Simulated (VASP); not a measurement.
Wanted: the native input for a VASP 6.6.1 run.

```
Task                   : relaxation of cell and atoms
Functional             : PBE
Potentials or basis    : VASP PAW PBE potentials, release 64 (Mg, H, W_sv)
Cutoff                 : 600 eV
k mesh                 : 6 × 6 × 4
Occupations            : gaussian, width 0.1 eV
Spin                   : no spin polarisation
Dipole correction      : no
Further INCAR settings : ALGO = Normal; EDIFF = 1e-06; IBRION = 2; EDIFFG = -0.04; NSW = 90; ISIF = 3
```

The structure of MgH5W lies in POSCAR:

```
MgH5W
1.0
    3.3209266400      0.0000000000      0.0000000000
    0.0000000000      3.3209266400      0.0000000000
    0.0000000000      0.0000000000      5.8273710600
Mg H W
1 5 1
Direct
    0.5000000000      0.5000000000      0.0000000000
    0.0000000000      0.5000000000      0.2839645700
    0.0000000000      0.5000000000      0.7160354300
    0.5000000000      0.0000000000      0.2839645700
    0.5000000000      0.0000000000      0.7160354300
    0.0000000000      0.0000000000      0.0000000000
    0.0000000000      0.0000000000      0.5000000000
```

These files were run (other wordings do the same):

INCAR

```
SYSTEM = MgH5W
ALGO = Normal ; EDIFF = 1E-6
EDIFFG = -0.04 ; ENCUT = 600
GGA = PE ; IBRION = 2
ISIF = 3 ; ISMEAR = 0
LASPH = .True. ; LCHARG = .False.
LREAL = .False. ; LWAVE = .False.
NELM = 60 ; NSW = 90
PREC = Accurate ; SIGMA = 0.1
```

KPOINTS

```
k-points
0
Gamma
  6 6 4
  0 0 0
```

Potentials or basis: VASP PAW PBE potentials, release 64 (Mg, H, W_sv).

The run is started by

```console
$ cat potpaw_PBE.64/Mg/POTCAR potpaw_PBE.64/H/POTCAR potpaw_PBE.64/W_sv/POTCAR > POTCAR
$ mpirun -np 1 vasp_std > vasp.out
```

It gave:

| Property | Result |
| --- | --- |
| Relaxed volume | 7.64 Å³/atom |
| Relaxed cell | a = 2.887 Å, b = 2.887 Å, c = 6.417 Å, α = 90.00°, β = 90.00°, γ = 90.00° |
| Space group after relaxing (to 0.05 Å) | P4/mmm (No. 123) |
| Energy gained by relaxing | 267.9 meV/atom |
| Ionic steps | 16 |
| Pressure after relaxing | 0.0 GPa |

Caveat: the volume moved by over 15 % at a fixed basis, so the end points are rough.

It took 2.8 min on 1 thread of Intel(R) Xeon(R) 6975P-C (Granite Rapids), on a shared host, peak memory 0.23 GiB.
